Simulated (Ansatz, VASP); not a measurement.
**One calculation of CsSnI3, two programs**

```
Cs Sn I
1.0
     6.24149    0.00000    0.00000
     0.00000    6.24149    0.00000
     0.00000    0.00000    5.99183
Cs Sn I
1 1 3
Direct
  0.00000 0.00000 0.00000
  0.50000 0.50000 0.50000
  0.50000 0.50000 0.00000
  0.50000 0.00000 0.50000
  0.00000 0.50000 0.50000
```

Change from the starting cell: uniaxial_z strain -4.0%.

Alike in both runs: task single point; functional PBE; k mesh 4 × 4 × 4; occupations fermi-dirac, width 0.02 eV; no spin polarisation.

|  | VASP | Ansatz |
| --- | --- | --- |
| version | VASP 6.6.1 | Ansatz 0.2.0 |
| potentials or method | VASP PAW PBE potentials, release 64 (Cs_sv, Sn_d, I) | plane waves, PAW |
| plane-wave cutoff (eV) | 520 | 420 |
| valence electrons in the cell | 44 | 74 |

```tsv
	VASP	Ansatz	Ansatz less VASP
pressure (GPa)	1.3	1.3	+0.01
traceless stress, the component that is largest in VASP (GPa)	1.21	1.21	+0.001
```

VASP's potentials hold 44 valence electrons a cell and Ansatz's 74, so a difference there can come from the potentials and not from the codes.

Spin-orbit coupling is off throughout.
